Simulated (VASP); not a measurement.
# SnTe (I4/mmm) in VASP: a series of runs

Runs on SnTe. Level: PBE. Tasks: single point.

Everything below comes from runs of VASP 6.6.1. Logs are shortened: lines on timing, memory, paths and dates and some standing lists are left out, and cuts for length are marked.

## (1) The cell of the first run

The structure is tetragonal, space group I4/mmm (No. 139). The conventional cell has a = 4.233 Å, b = 4.233 Å, c = 6.982 Å, α = 90.00°, β = 90.00°, γ = 90.00°. Sn (site symmetry 4/mmm) has 6 Te at 2.99 to 3.49 Å within 3.9 Å. Within 3.9 Å of Te (site symmetry 4/mmm) lie 6 Sn at 2.99 to 3.49 Å.

## (2) Single point, PBE

The input, INCAR:

```
PREC = Accurate ; ENCUT = 500
EDIFF = 1E-6 ; ISMEAR = 0
SIGMA = 0.05 ; LREAL = F
LASPH = T ; NELM = 120
ALGO = Normal ; ISIF = 2
LWAVE = F ; LCHARG = F
GGA = PE ; NBANDS = 17
GGA_COMPAT = F
```

The input, KPOINTS:

```
regular mesh
0
Gamma
  5 5 5
```

The input, POSCAR:

```
SnTe
1.0
    0.0000000000      2.9933075000      3.4912465374
    2.9933075000      0.0000000000      3.4912465374
    2.9933075000      2.9933075000      0.0000000000
Sn Te
1 1
Direct
    0.0000000000      0.0000000000      0.0000000000
    0.5000000000      0.5000000000      0.5000000000
```

Potentials or basis: VASP PAW PBE potentials, release 64 (Sn_d, Te).

Started as:

```sh
> cat potpaw_PBE.64/Sn_d/POTCAR potpaw_PBE.64/Te/POTCAR > POTCAR
> mpirun -np 1 vasp_std > vasp.out
```

OUTCAR:

```text
PREC = Accurate
   ENCUT = 500
   EDIFF = 1E-6
   ISMEAR = 0
   LREAL = F
   LASPH = T
   NELM = 120
   ISIF = 2
   GGA = PE

 ion  position               nearest neighbor table
   1  0.000  0.000  0.000-   2 2.99   2 2.99   2 2.99   2 2.99   2 3.49   2 3.49
   2  0.500  0.500  0.500-   1 2.99   1 2.99   1 2.99   1 2.99   1 3.49   1 3.49

  LATTYP: Found a body centered tetragonal cell.
 ALAT       =     4.2331760629
 C/A-ratio  =     1.6494690916

  Lattice vectors:

 A1 = (  -2.9933075000,   0.0000000000,   3.4912465374)
 A2 = (   2.9933075000,   0.0000000000,   3.4912465374)
 A3 = (   0.0000000000,   2.9933075000,  -3.4912465374)

Analysis of symmetry for initial positions (statically):
=====================================================================
 Subroutine PRICEL returns:
 Original cell was already a primitive cell.

 Routine SETGRP: Setting up the symmetry group for a
 body centered tetragonal supercell.

 Subroutine GETGRP returns: Found 16 space group operations
 (whereof 16 operations were pure point group operations)
 out of a pool of 16 trial point group operations.

The static configuration has the point symmetry D_4h.

Analysis of symmetry for dynamics (positions and initial velocities):
=====================================================================
 Subroutine PRICEL returns:
 Original cell was already a primitive cell.

 Routine SETGRP: Setting up the symmetry group for a
 body centered tetragonal supercell.

 Subroutine GETGRP returns: Found 16 space group operations
 (whereof 16 operations were pure point group operations)
 out of a pool of 16 trial point group operations.

The dynamic configuration has the point symmetry D_4h.

 Subroutine INISYM returns: Found 16 space group operations
 (whereof 16 operations are pure point group operations),
 and found     1 'primitive' translations

----------------------------------------------------------------------------------------

                                     Primitive cell

  volume of cell :      62.5624

  direct lattice vectors                    reciprocal lattice vectors
     0.000000000  2.993307500  3.491246537    -0.167039304  0.167039304  0.143215323
     2.993307500  0.000000000  3.491246537     0.167039304 -0.167039304  0.143215323
     2.993307500  2.993307500  0.000000000     0.167039304  0.167039304 -0.143215323

  length of vectors
     4.598770724  4.598770724  4.233176063     0.276251491  0.276251491  0.276251491

  position of ions in fractional coordinates (direct lattice)
     0.000000000  0.000000000  0.000000000
     0.500000000  0.500000000  0.500000000

  ion indices of the primitive-cell ions
   primitive index   ion index
                 1           1
                 2           2

----------------------------------------------------------------------------------------

 KPOINTS: regular mesh

Automatic generation of k-mesh.
 Grid dimensions read from file:
 generate k-points for:    5    5    5

 Generating k-lattice:

  Cartesian coordinates                     Fractional coordinates (reciprocal lattice)
    -0.033407861  0.033407861  0.028643065     0.200000000 -0.000000000  0.000000000
     0.033407861 -0.033407861  0.028643065    -0.000000000  0.200000000  0.000000000
     0.033407861  0.033407861 -0.028643065     0.000000000  0.000000000  0.200000000

  Length of vectors
     0.055250298  0.055250298  0.055250298

  Shift w.r.t. Gamma in fractional coordinates (k-lattice)
     0.000000000  0.000000000  0.000000000

 Subroutine IBZKPT returns following result:
 ===========================================

 Found     18 irreducible k-points:

 Following reciprocal coordinates:
            Coordinates               Weight
  0.000000  0.000000  0.000000      1.000000
  0.200000 -0.000000  0.000000      8.000000
  0.400000 -0.000000  0.000000      8.000000
  0.200000  0.200000  0.000000      2.000000
  0.400000  0.200000  0.000000      8.000000
 -0.400000  0.200000  0.000000      8.000000
[... 10 lines left out ...]
 -0.400000  0.000000  0.400000      8.000000
 -0.400000  0.200000  0.400000      8.000000
   k-points           NKPTS =     18   k-points in BZ     NKDIM =     18   number of bands    NBANDS=     17
   number of dos      NEDOS =    301   number of ions     NIONS =      2
   total plane-waves  NPLWV =  41472
   dimension x,y,z NGX =    36 NGY =   36 NGZ =   32
   dimension x,y,z NGXF=    72 NGYF=   72 NGZF=   64
   ions per type =               1   1
   NGX,Y,Z   is equivalent  to a cutoff of  13.01, 13.01, 12.57 a.u.
   NGXF,Y,Z  is equivalent  to a cutoff of  26.03, 26.03, 25.13 a.u.
 SYSTEM =  unknown system
   PREC   = accura    normal or accurate (medium, high low for compatibility)
   ISTART =      0    job   : 0-new  1-cont  2-samecut
   ICHARG =      2    charge: 1-file 2-atom 10-const
   ISPIN  =      1    spin polarized calculation?
   LNONCOLLINEAR =      F non collinear calculations
   LSORBIT =      F    spin-orbit coupling
   LASPH  =      T    aspherical Exc in radial PAW
   ENCUT  =  500.0 eV  36.75 Ry    6.06 a.u.   8.38  8.38  7.72*2*pi/ulx,y,z
   NELM   =    120;   NELMIN=  2; NELMDL= -5     # of ELM steps
   EDIFF  = 0.1E-05   stopping-criterion for ELM
   LREAL  =      F    real-space projection
   EDIFFG = 0.1E-04   stopping-criterion for IOM
   NSW    =      0    number of steps for IOM
   IBRION =     -1    ionic relax: 0-MD 1-quasi-New 2-CG
   NFREE  =      0    steps in history (QN), initial steepest desc. (CG)
   ISIF   =      2    stress and relaxation
   ISYM   =      2    0-nonsym 1-usesym 2-fastsym
   POTIM  = 0.5000    time-step for ionic-motion
   TEBEG  =    0.0;   TEEND  =   0.0 temperature during run
   PSTRESS=    0.0 pullay stress
   NELECT =      20.0000    total number of electrons
   NUPDOWN=      -1.0000    fix difference up-down
   EMIN   =  10.00;   EMAX   =-10.00  energy-range for DOS
   EFERMI =   0.00;   METHOD = LEGACY
   ISMEAR =     0;   SIGMA  =   0.05  broadening in eV -4-tet -1-fermi 0-gaus
   EFERMI_NEDOS =   21; number of points for ismear=-14 and -15
   IALGO  =     38    algorithm
   IMIX   =      4    mixing-type and parameters
     AMIX     =   0.40;   BMIX     =  1.00
     AMIX_MAG =   1.60;   BMIX_MAG =  1.00
  volume/ion in A,a.u.               =      31.28       211.10
  Fermi-wavevector in a.u.,A,eV,Ry     =   1.119387  2.115336 17.048485  1.253028
  Thomas-Fermi vector in A             =   2.256026
   LORBIT       =      0    0 simple, 1 ext, 2 COOP (PROOUT), +10 PAW based schemes
   GGA     = PE    functional components
   LHFCALC =     F    Hartree Fock is set to
   AEXX    =    0.0000 exact exchange contribution
   IVDW    =     0    specifies the selected vdW correction
   LEPSILON=     F    determine dielectric tensor
   LRPA    =     F    only Hartree local field effects (RPA)
 non-spin polarized calculation
 Gauss-broadening in eV      SIGMA  =   0.05
  energy-cutoff  :      500.00
  volume of cell :       62.56
 maximum number of plane-waves:      1621
 NGX is ok and might be reduce to    36
   NGX = 17   NGY = 17   NGZ = 15

 number of electron      19.9999998 magnetization

 Free energy of the ion-electron system (eV)
  ---------------------------------------------------
  ext. energy  EPLUGINS =         0.00000000
  ---------------------------------------------------
  free energy    TOTEN  =        -7.22432961 eV

  energy without entropy =       -7.22252420  energy(sigma->0) =       -7.22342690

 E-fermi :   6.9499     XC(G=0):  -9.4735

 val. band max:        6.9499476244   @ k =   0.4000  -0.0000   0.0000
 cond. band min:       7.1954228504   @ k =  -0.2000   0.2000   0.0000
 fundamental gap:      0.2454752259
 Fermi energy:         6.9499476245

 k-point     1 :       0.0000    0.0000    0.0000
  band No.  band energies     occupation
      1     -14.9914      2.00000
      2     -14.9656      2.00000
      3     -14.9656      2.00000
      4     -14.9553      2.00000
      5     -14.9456      2.00000
      6      -6.0114      2.00000
[... 9 lines left out ...]
     16      12.1947      0.00000
     17      12.1947      0.00000

 k-point     2 :       0.2000   -0.0000    0.0000
  band No.  band energies     occupation
      1     -14.9901      2.00000
      2     -14.9660      2.00000
      3     -14.9645      2.00000
      4     -14.9593      2.00000
      5     -14.9419      2.00000
      6      -5.6804      2.00000
[... 9 lines left out ...]
     16      12.8294      0.00000
     17      13.4291      0.00000

 k-point     3 :       0.4000   -0.0000    0.0000
  band No.  band energies     occupation
      1     -14.9887      2.00000
      2     -14.9674      2.00000
      3     -14.9665      2.00000
      4     -14.9611      2.00000
      5     -14.9352      2.00000
      6      -4.9109      2.00000
[... 9 lines left out ...]
     16      14.9747      0.00000
     17      16.1431      0.00000

 k-point     4 :       0.2000    0.2000    0.0000
  band No.  band energies     occupation
      1     -14.9947      2.00000
      2     -14.9632      2.00000
      3     -14.9632      2.00000
      4     -14.9546      2.00000
      5     -14.9463      2.00000
      6      -5.7228      2.00000
[... 9 lines left out ...]
     16      13.5683      0.00000
     17      15.1698      0.00000

 k-point     5 :       0.4000    0.2000    0.0000
  band No.  band energies     occupation
      1     -14.9944      2.00000
      2     -14.9629      2.00000
      3     -14.9619      2.00000
      4     -14.9578      2.00000
      5     -14.9428      2.00000
      6      -5.2039      2.00000
[... 9 lines left out ...]
     16      15.1495      0.00000
     17      17.3973      0.00000

 k-point     6 :      -0.4000    0.2000    0.0000
  band No.  band energies     occupation
      1     -14.9902      2.00000
      2     -14.9663      2.00000
      3     -14.9655      2.00000
      4     -14.9606      2.00000
      5     -14.9356      2.00000
      6      -4.6493      2.00000
[... 9 lines left out ...]
     16      15.0995      0.00000
     17      15.6792      0.00000

 k-point     7 :      -0.2000    0.2000    0.0000
  band No.  band energies     occupation
      1     -14.9875      2.00000
      2     -14.9675      2.00000
      3     -14.9664      2.00000
      4     -14.9630      2.00000
      5     -14.9350      2.00000
      6      -5.0853      2.00000
[... 9 lines left out ...]
     16      13.3416      0.00000
     17      15.4686      0.00000

 k-point     8 :       0.4000    0.4000    0.0000
  band No.  band energies     occupation
      1     -15.0002      2.00000
      2     -14.9594      2.00000
      3     -14.9594      2.00000
      4     -14.9534      2.00000
      5     -14.9475      2.00000
      6      -5.1438      2.00000
[... 9 lines left out ...]
     16      16.6189      0.00000
     17      16.6189      0.00000
[... 83 lines left out ...]
      1     -14.9891      2.00000
      2     -14.9657      2.00000
      3     -14.9647      2.00000
      4     -14.9622      2.00000
      5     -14.9384      2.00000
      6      -5.2432      2.00000
[... 9 lines left out ...]
     16      15.4480      0.00000
     17      16.0294      0.00000

 k-point    14 :      -0.4000    0.4000    0.2000
  band No.  band energies     occupation
      1     -14.9929      2.00000
      2     -14.9642      2.00000
      3     -14.9622      2.00000
      4     -14.9603      2.00000
      5     -14.9392      2.00000
      6      -4.7612      2.00000
[... 9 lines left out ...]
     16      15.2060      0.00000
     17      17.1815      0.00000

 k-point    15 :      -0.2000    0.4000    0.2000
  band No.  band energies     occupation
      1     -14.9878      2.00000
      2     -14.9708      2.00000
      3     -14.9670      2.00000
      4     -14.9607      2.00000
      5     -14.9318      2.00000
      6      -4.4383      2.00000
[... 9 lines left out ...]
     16      15.1112      0.00000
     17      16.9062      0.00000

 k-point    16 :       0.4000    0.0000    0.4000
  band No.  band energies     occupation
      1     -14.9865      2.00000
      2     -14.9756      2.00000
      3     -14.9703      2.00000
      4     -14.9615      2.00000
      5     -14.9247      2.00000
      6      -4.3621      2.00000
[... 9 lines left out ...]
     16      16.5114      0.00000
     17      16.7969      0.00000

 k-point    17 :      -0.4000    0.0000    0.4000
  band No.  band energies     occupation
      1     -14.9863      2.00000
      2     -14.9765      2.00000
      3     -14.9689      2.00000
      4     -14.9617      2.00000
      5     -14.9249      2.00000
      6      -4.1734      2.00000
[... 9 lines left out ...]
     16      16.3703      0.00000
     17      16.6857      0.00000

 k-point    18 :      -0.4000    0.2000    0.4000
  band No.  band energies     occupation
      1     -14.9827      2.00000
      2     -14.9797      2.00000
      3     -14.9670      2.00000
      4     -14.9642      2.00000
      5     -14.9247      2.00000
      6      -4.2707      2.00000
[... 9 lines left out ...]
     16      17.2243      0.00000
     17      17.4381      0.00000

------------------------ aborting loop because EDIFF is reached ----------------------------------------

  FORCE on cell =-STRESS in cart. coord.  units (eV):
  Direction    XX          YY          ZZ          XY          YZ          ZX
  --------------------------------------------------------------------------------------
  -------------------------------------------------------------------------------------
  Total        3.5325505      3.5325505     -2.0013244      0.0000000     -0.0000000     -0.0000000
  in kB       90.4660829     90.4660829    -51.2524806      0.0000000     -0.0000000     -0.0000000
  external PRESSURE =      43.2265617 kB  Pullay stress =       0.0000000 kB

 VOLUME and BASIS-vectors are now :
 -----------------------------------------------------------------------------
  energy-cutoff  :      500.00
  volume of cell :       62.56
      direct lattice vectors                 reciprocal lattice vectors
     0.000000000  2.993307500  3.491246537    -0.167039304  0.167039304  0.143215323
     2.993307500  0.000000000  3.491246537     0.167039304 -0.167039304  0.143215323
     2.993307500  2.993307500  0.000000000     0.167039304  0.167039304 -0.143215323

 POSITION                                       TOTAL-FORCE (eV/Angst)
 -----------------------------------------------------------------------------------
      0.00000      0.00000      0.00000        -0.000000      0.000000     -0.000000
      2.99331      2.99331      3.49125         0.000000     -0.000000      0.000000
 -----------------------------------------------------------------------------------
    total drift:                               -0.000000      0.000000      0.000000

  FREE ENERGIE OF THE ION-ELECTRON SYSTEM (eV)
  ---------------------------------------------------
  free  energy   TOTEN  =        -7.2243296081 eV

  energy  without entropy=       -7.2225242015  energy(sigma->0) =       -7.22342690
```

It took 22 s on 1 thread of AMD EPYC 7R43 (Zen 3), shared host; peak memory 0.16 GiB.

Results:

- Free energy: -7.2243 eV
- Pressure: 4.3 GPa
- Band gap on the k mesh: zero (bands 10 and 11 overlap by 0.25 eV)

Stress tensor (GPa, compression positive):
```
 9.05  0.00  0.00
 0.00  9.05  0.00
 0.00  0.00 -5.13
```

Levels at points of the mesh, in eV from the Fermi level:
| k point | band 8 | band 9 | band 10 | band 11 | band 12 | band 13 |
| --- | --- | --- | --- | --- | --- | --- |
| (0.00, 0.00, 0.00) | -2.70 | -2.70 | -1.37 | 1.50 | 4.08 | 4.61 |

Caveat: the cell stands under pressure; semilocal functionals underestimate gaps, so a narrow gap can read as zero; spin-orbit coupling is left out, which moves the levels of the heavy elements.

(Continued in part 2 of 3.)
